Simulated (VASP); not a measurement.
# Al3BAs2 (P6/mmm) in VASP: single point with PBE

Aim: the single point of Al3BAs2 with PBE.

Program: VASP 6.6.1. These are calculated values, not measurements. Logs are shortened: lines on timing, memory, paths and dates and some standing lists are left out, and cuts for length are marked.

### Step 1. The cell of the first run

Symmetry: P6/mmm, No. 191, hexagonal system. Conventional cell: a = 6.068 Å, b = 6.068 Å, c = 3.064 Å, α = 90.00°, β = 90.00°, γ = 120.00°. Al (site symmetry mmm) has 2 As at 1.75 Å within 2.3 Å. Within 4.0 Å of B (site symmetry 6/mmm) lie 2 B at 3.06 Å and 12 Al at 3.40 Å and 12 As at 3.82 Å. Within 2.3 Å of As (site symmetry -6m2) lie 3 Al at 1.75 Å.

### Step 2. Single point, PBE

The input, INCAR:

```
PREC     = Accurate       # precision mode
ENCUT    = 520            # plane-wave cutoff, eV
EDIFF    = 1E-6           # SCF threshold, eV
ISMEAR   = 0              # smearing method
SIGMA    = 0.1            # smearing width, eV
LREAL    = F              # projectors in reciprocal space
LASPH    = T              # aspherical terms in the spheres
NELM     = 80             # most SCF steps
ALGO     = Normal         # electronic algorithm
ISIF     = 2              # what is computed and relaxed
LWAVE    = F              # write WAVECAR
LCHARG   = F              # write CHGCAR
GGA      = PE             # functional
NBANDS   = 20             # bands
```

The input, KPOINTS:

```
regular mesh
0
Gamma
  3 3 6
```

The input, POSCAR:

```
Al3BAs2
1.0
    6.0684982000      0.0000000000      0.0000000000
   -3.0342491000      5.2554736000      0.0000000000
    0.0000000000      0.0000000000      3.0640064800
Al B As
3 1 2
Direct
    0.5000000000      0.0000000000      0.5000000000
    0.0000000000      0.5000000000      0.5000000000
    0.5000000000      0.5000000000      0.5000000000
    0.0000000000      0.0000000000      0.0000000000
    0.3333333300      0.6666666700      0.5000000000
    0.6666666700      0.3333333300      0.5000000000
```

Potentials or basis: VASP PAW PBE potentials, release 64 (Al, B, As).

Run with:

```bash
$ cat potpaw_PBE.64/Al/POTCAR potpaw_PBE.64/B/POTCAR potpaw_PBE.64/As/POTCAR > POTCAR
$ mpirun -np 1 vasp_std > vasp.out
```

OUTCAR:

```text
PREC = Accurate
   ENCUT = 520
   EDIFF = 1E-6
   ISMEAR = 0
   LREAL = F
   LASPH = T
   NELM = 80
   ISIF = 2
   GGA = PE

 ion  position               nearest neighbor table
   1  0.500  0.000  0.500-   5 1.75   6 1.75   2 3.03   3 3.03   3 3.03   2 3.03
   2  0.000  0.500  0.500-   5 1.75   6 1.75   1 3.03   1 3.03   3 3.03   3 3.03
   3  0.500  0.500  0.500-   5 1.75   6 1.75   1 3.03   1 3.03   2 3.03   2 3.03
   4  0.000  0.000  0.000-
   5  0.333  0.667  0.500-   1 1.75   2 1.75   3 1.75
   6  0.667  0.333  0.500-   1 1.75   2 1.75   3 1.75

  LATTYP: Found a hexagonal cell.
 ALAT       =     6.0684982000
 C/A-ratio  =     0.5049035822

  Lattice vectors:

 A1 = (   6.0684982000,   0.0000000000,   0.0000000000)
 A2 = (  -3.0342491000,   5.2554736000,   0.0000000000)
 A3 = (   0.0000000000,   0.0000000000,   3.0640064800)

Analysis of symmetry for initial positions (statically):
=====================================================================
 Subroutine PRICEL returns:
 Original cell was already a primitive cell.

 Routine SETGRP: Setting up the symmetry group for a
 hexagonal supercell.

 Subroutine GETGRP returns: Found 24 space group operations
 (whereof 24 operations were pure point group operations)
 out of a pool of 24 trial point group operations.

The static configuration has the point symmetry D_6h.

Analysis of symmetry for dynamics (positions and initial velocities):
=====================================================================
 Subroutine PRICEL returns:
 Original cell was already a primitive cell.

 Routine SETGRP: Setting up the symmetry group for a
 hexagonal supercell.

 Subroutine GETGRP returns: Found 24 space group operations
 (whereof 24 operations were pure point group operations)
 out of a pool of 24 trial point group operations.

The dynamic configuration has the point symmetry D_6h.

 Subroutine INISYM returns: Found 24 space group operations
 (whereof 24 operations are pure point group operations),
 and found     1 'primitive' translations

----------------------------------------------------------------------------------------

                                     Primitive cell

  volume of cell :      97.7198

  direct lattice vectors                    reciprocal lattice vectors
     6.068498200  0.000000000  0.000000000     0.164785416  0.095138904  0.000000000
    -3.034249100  5.255473600  0.000000000     0.000000000  0.190277809  0.000000000
     0.000000000  0.000000000  3.064006480     0.000000000  0.000000000  0.326370067

  length of vectors
     6.068498200  6.068498197  3.064006480     0.190277809  0.190277809  0.326370067

  position of ions in fractional coordinates (direct lattice)
     0.500000000  0.000000000  0.500000000
     0.000000000  0.500000000  0.500000000
     0.500000000  0.500000000  0.500000000
     0.000000000  0.000000000  0.000000000
     0.333333330  0.666666670  0.500000000
     0.666666670  0.333333330  0.500000000

  ion indices of the primitive-cell ions
   primitive index   ion index
                 1           1
                 2           2
                 3           3
                 4           4
                 5           5
                 6           6

----------------------------------------------------------------------------------------

 KPOINTS: regular mesh

Automatic generation of k-mesh.
 Grid dimensions read from file:
 generate k-points for:    3    3    6

 Generating k-lattice:

  Cartesian coordinates                     Fractional coordinates (reciprocal lattice)
     0.054928472  0.031712968  0.000000000     0.333333333  0.000000000  0.000000000
     0.000000000  0.063425936  0.000000000     0.000000000  0.333333333  0.000000000
     0.000000000  0.000000000  0.054395011     0.000000000  0.000000000  0.166666667

  Length of vectors
     0.063425936  0.063425936  0.054395011

  Shift w.r.t. Gamma in fractional coordinates (k-lattice)
     0.000000000  0.000000000  0.000000000

 Subroutine IBZKPT returns following result:
 ===========================================

 Found     12 irreducible k-points:

 Following reciprocal coordinates:
            Coordinates               Weight
  0.000000  0.000000  0.000000      1.000000
  0.333333  0.000000  0.000000      6.000000
  0.333333  0.333333  0.000000      2.000000
  0.000000  0.000000  0.166667      2.000000
  0.333333  0.000000  0.166667     12.000000
  0.333333  0.333333  0.166667      4.000000
  0.000000  0.000000  0.333333      2.000000
  0.333333  0.000000  0.333333     12.000000
  0.333333  0.333333  0.333333      4.000000
  0.000000  0.000000  0.500000      1.000000
  0.333333  0.000000  0.500000      6.000000
  0.333333  0.333333  0.500000      2.000000
   k-points           NKPTS =     12   k-points in BZ     NKDIM =     12   number of bands    NBANDS=     20
   number of dos      NEDOS =    301   number of ions     NIONS =      6
   total plane-waves  NPLWV =  55296
   dimension x,y,z NGX =    48 NGY =   48 NGZ =   24
   dimension x,y,z NGXF=    96 NGYF=   96 NGZF=   48
   ions per type =               3   1   2
   NGX,Y,Z   is equivalent  to a cutoff of  13.15, 13.15, 13.02 a.u.
   NGXF,Y,Z  is equivalent  to a cutoff of  26.30, 26.30, 26.04 a.u.
 SYSTEM =  unknown system
   PREC   = accura    normal or accurate (medium, high low for compatibility)
   ISTART =      0    job   : 0-new  1-cont  2-samecut
   ICHARG =      2    charge: 1-file 2-atom 10-const
   ISPIN  =      1    spin polarized calculation?
   LNONCOLLINEAR =      F non collinear calculations
   LSORBIT =      F    spin-orbit coupling
   LASPH  =      T    aspherical Exc in radial PAW
   ENCUT  =  520.0 eV  38.22 Ry    6.18 a.u.  11.28 11.28  5.70*2*pi/ulx,y,z
   NELM   =     80;   NELMIN=  2; NELMDL= -5     # of ELM steps
   EDIFF  = 0.1E-05   stopping-criterion for ELM
   LREAL  =      F    real-space projection
   EDIFFG = 0.1E-04   stopping-criterion for IOM
   NSW    =      0    number of steps for IOM
   IBRION =     -1    ionic relax: 0-MD 1-quasi-New 2-CG
   NFREE  =      0    steps in history (QN), initial steepest desc. (CG)
   ISIF   =      2    stress and relaxation
   ISYM   =      2    0-nonsym 1-usesym 2-fastsym
   POTIM  = 0.5000    time-step for ionic-motion
   TEBEG  =    0.0;   TEEND  =   0.0 temperature during run
   PSTRESS=    0.0 pullay stress
   NELECT =      22.0000    total number of electrons
   NUPDOWN=      -1.0000    fix difference up-down
   EMIN   =  10.00;   EMAX   =-10.00  energy-range for DOS
   EFERMI =   0.00;   METHOD = LEGACY
   ISMEAR =     0;   SIGMA  =   0.10  broadening in eV -4-tet -1-fermi 0-gaus
   EFERMI_NEDOS =   21; number of points for ismear=-14 and -15
   IALGO  =     38    algorithm
   IMIX   =      4    mixing-type and parameters
     AMIX     =   0.40;   BMIX     =  1.00
     AMIX_MAG =   1.60;   BMIX_MAG =  1.00
  volume/ion in A,a.u.               =      16.29       109.91
  Fermi-wavevector in a.u.,A,eV,Ry     =   0.995913  1.882003 13.494843  0.991843
  Thomas-Fermi vector in A             =   2.127966
   LORBIT       =      0    0 simple, 1 ext, 2 COOP (PROOUT), +10 PAW based schemes
   GGA     = PE    functional components
   LHFCALC =     F    Hartree Fock is set to
   AEXX    =    0.0000 exact exchange contribution
   IVDW    =     0    specifies the selected vdW correction
   LEPSILON=     F    determine dielectric tensor
   LRPA    =     F    only Hartree local field effects (RPA)
 non-spin polarized calculation
 Gauss-broadening in eV      SIGMA  =   0.10
  energy-cutoff  :      520.00
  volume of cell :       97.72
 maximum number of plane-waves:      2657
 NGX is ok and might be reduce to    48
   NGX = 23   NGY = 23   NGZ = 11

 number of electron      22.0000000 magnetization

 Free energy of the ion-electron system (eV)
  ---------------------------------------------------
  ext. energy  EPLUGINS =         0.00000000
  ---------------------------------------------------
  free energy    TOTEN  =         6.35085830 eV

  energy without entropy =        6.36369862  energy(sigma->0) =        6.35727846

 E-fermi :   6.7749     XC(G=0):  -9.9688

 val. band max:        6.6670343689   @ k =   0.3333   0.3333   0.5000
 cond. band min:       6.7825752570   @ k =   0.0000   0.0000   0.3333
 fundamental gap:      0.1155408881
 Fermi energy:         6.7748542442

 k-point     1 :       0.0000    0.0000    0.0000
  band No.  band energies     occupation
      1      -9.2673      2.00000
      2      -7.4466      2.00000
      3      -1.8333      2.00000
      4      -1.8333      2.00000
      5       0.4198      2.00000
      6       0.4199      2.00000
[... 12 lines left out ...]
     19      11.7561      0.00000
     20      13.4707      0.00000

 k-point     2 :       0.3333    0.0000    0.0000
  band No.  band energies     occupation
      1      -8.9612      2.00000
      2      -7.9450      2.00000
      3      -2.0970      2.00000
      4      -1.6687      2.00000
      5       0.0447      2.00000
      6       1.1332      2.00000
[... 12 lines left out ...]
     19      13.2996      0.00000
     20      13.3967      0.00000

 k-point     3 :       0.3333    0.3333    0.0000
  band No.  band energies     occupation
      1      -8.4952      2.00000
      2      -8.4952      2.00000
      3      -2.5872      2.00000
      4      -0.4530      2.00000
      5      -0.4530      2.00000
      6       1.2727      2.00000
[... 12 lines left out ...]
     19      13.4805      0.00000
     20      13.5567      0.00000

 k-point     4 :       0.0000    0.0000    0.1667
  band No.  band energies     occupation
      1      -8.9619      2.00000
      2      -7.1690      2.00000
      3      -1.5005      2.00000
      4      -1.5005      2.00000
      5       0.7103      2.00000
      6       0.7103      2.00000
[... 153 lines left out ...]
 k-point    11 :       0.3333    0.0000    0.5000
  band No.  band energies     occupation
      1      -7.4068      2.00000
      2      -6.4841      2.00000
      3      -0.8393      2.00000
      4      -0.2531      2.00000
      5       0.2454      2.00000
      6       0.3764      2.00000
[... 12 lines left out ...]
     19      11.5117      0.00000
     20      11.8949      0.00000

 k-point    12 :       0.3333    0.3333    0.5000
  band No.  band energies     occupation
      1      -6.9797      2.00000
      2      -6.9797      2.00000
      3      -0.5470      2.00000
      4      -0.2749      2.00000
      5      -0.2749      2.00000
      6       1.1300      2.00000
[... 12 lines left out ...]
     19      11.4631      0.00000
     20      11.4631      0.00000

------------------------ aborting loop because EDIFF is reached ----------------------------------------

  FORCE on cell =-STRESS in cart. coord.  units (eV):
  Direction    XX          YY          ZZ          XY          YZ          ZX
  --------------------------------------------------------------------------------------
  -------------------------------------------------------------------------------------
  Total      100.7457401    100.7457400      7.8770269      0.0000000     -0.0000000      0.0000000
  in kB     1651.7887674   1651.7887649    129.1487322      0.0000000     -0.0000000      0.0000000
  external PRESSURE =    1144.2420882 kB  Pullay stress =       0.0000000 kB

 VOLUME and BASIS-vectors are now :
 -----------------------------------------------------------------------------
  energy-cutoff  :      520.00
  volume of cell :       97.72
      direct lattice vectors                 reciprocal lattice vectors
     6.068498200  0.000000000  0.000000000     0.164785416  0.095138904  0.000000000
    -3.034249100  5.255473600  0.000000000     0.000000000  0.190277809  0.000000000
     0.000000000  0.000000000  3.064006480     0.000000000  0.000000000  0.326370067

 POSITION                                       TOTAL-FORCE (eV/Angst)
 -----------------------------------------------------------------------------------
      3.03425      0.00000      1.53200         0.000000      0.000000      0.000000
     -1.51712      2.62774      1.53200         0.000000      0.000000      0.000000
      1.51712      2.62774      1.53200         0.000000      0.000000      0.000000
      0.00000      0.00000      0.00000         0.000000      0.000000      0.000000
     -0.00000      3.50365      1.53200         0.000000     -0.000000      0.000000
      3.03425      1.75182      1.53200        -0.000000      0.000000      0.000000
 -----------------------------------------------------------------------------------
    total drift:                               -0.000000      0.000000      0.000000

  FREE ENERGIE OF THE ION-ELECTRON SYSTEM (eV)
  ---------------------------------------------------
  free  energy   TOTEN  =         6.3508583033 eV

  energy  without entropy=        6.3636986168  energy(sigma->0) =        6.35727846
```

Wall time 24 s (1 thread of AMD EPYC 7R43 (Zen 3), shared host); peak memory 0.19 GiB.

Results:

| Property | Result |
| --- | --- |
| Free energy | 6.3509 eV |
| Pressure | 114.4 GPa |
| Band gap on the k mesh | zero (band 11 reaches 7.12 eV, above the bottom of band 12 at 5.24 eV) |

Levels at points of the mesh, in eV from the Fermi level:
```tsv
k point	band 8	band 9	band 10	band 11	band 12	band 13	band 14	band 15
(0.00, 0.00, 0.00)	-0.95	-0.46	-0.46	0.17	1.46	3.27	3.27	4.26
(0.00, 0.00, 0.50)	-4.86	-3.52	-1.63	-1.63	-1.54	0.05	0.05	2.98
```

Caveat: the k points lie up to 0.40 Å⁻¹ apart.
